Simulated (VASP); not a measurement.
Set up this calculation in VASP 6.6.1, as the native input.

* Task: single point
* Functional: PBE
* Potentials or basis: VASP PAW PBE potentials, release 64 (Fe, Pt)
* Cutoff: 520 eV
* k mesh: 18 × 18 × 14
* Occupations: gaussian, width 0.15 eV
* Spin: collinear spin, ferromagnetic start
* Starting moments: [3.27, 0.45] μB
* Dipole correction: no
* Further INCAR settings: ALGO = Normal; EDIFF = 1e-06; NBANDS = 20

The structure of FePt lies in POSCAR:

```
FePt
1.0
    2.7216540008      0.0000000000      0.0000000000
    0.0000000000      2.7216540008      0.0000000000
    0.0000000000      0.0000000000      3.7000000000
Fe Pt
1 1
Direct
    0.5000000000      0.5000000000      0.5000000000
    0.0000000000      0.0000000000      0.0337837838
```

This cell differs from its parent crystal: all Pt atoms moved +0.125 Å, as atom 2 along Cartesian [0 0 1].

One way to write it, as run:

INCAR

```
PREC     = Accurate       # precision mode
ENCUT    = 520            # plane-wave cutoff, eV
EDIFF    = 1E-6           # SCF threshold, eV
ISMEAR   = 0              # smearing method
SIGMA    = 0.15           # smearing width, eV
LREAL    = False          # projectors in reciprocal space
LASPH    = True           # aspherical terms in the spheres
NELM     = 150            # most SCF steps
ALGO     = Normal         # electronic algorithm
ISIF     = 2              # what is computed and relaxed
LWAVE    = False          # write WAVECAR
LCHARG   = False          # write CHGCAR
ISPIN    = 2              # spin polarisation
MAGMOM   = 3.27 0.45      # initial moments
LORBIT   = 11             # projections on sites
LMAXMIX  = 4              # l up to which the mixer works
GGA      = PE             # functional
NBANDS   = 20             # bands
```

KPOINTS

```
regular mesh
0
Gamma
  18 18 14
```

Potentials or basis: VASP PAW PBE potentials, release 64 (Fe, Pt).

Command:

```console
$ cat potpaw_PBE.64/Fe/POTCAR potpaw_PBE.64/Pt/POTCAR > POTCAR
$ mpirun -np 1 vasp_std > vasp.out
```

Results of the run:

The pressure is 6.2 GPa. The largest force is 1.170 eV/Å and the net moment is 3.27 μB per cell. The site moments are Fe +2.90; Pt +0.34 μB and the valence electrons inside the program's atomic spheres are Fe 7.02; Pt 9.46.

Caveat: the cell differs from its parent crystal (all Pt atoms moved +0.125 Å, as atom 2 along Cartesian [0 0 1]); the cell stands under pressure; forces of over 1 eV/Å act on the atoms, so gaps and moduli don't describe the material at rest.

Run time: 3.5 min on 1 thread of Intel(R) Xeon(R) Platinum 8488C (Sapphire Rapids), on a shared host, peak memory 0.45 GiB.
